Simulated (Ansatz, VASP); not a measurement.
## Be: VASP beside Ansatz

```
Be
1.0
    -1.25312    1.25312    1.27818
     1.25312   -1.25312    1.27818
     1.25312    1.25312   -1.27818
Be
1
Direct
  0.00000 0.00000 0.00000
```

Change from the starting cell: zz strain of +2 %.

Alike in both runs: task single point; functional PBEsol; k mesh 23 × 23 × 23; occupations fermi-dirac, width 0.03 eV; no spin polarisation.

|  | VASP | Ansatz |
| --- | --- | --- |
| version | VASP 6.6.1 | Ansatz 0.2.0 |
| potentials or method | VASP PAW PBE potentials, release 64 (Be), cutoff 520 eV | all-electron LAPW, scalar-relativistic |

|  | VASP | Ansatz | Ansatz less VASP |
| --- | --- | --- | --- |
| pressure (GPa) | -3.9 | -4.3 | -0.43 |
| traceless stress, the component that is largest in VASP (GPa) | 0.61 | 0.62 | +0.003 |

VASP's potentials were made for PBE, not for PBEsol. Ansatz ran all-electron here, and VASP with PAW potentials.
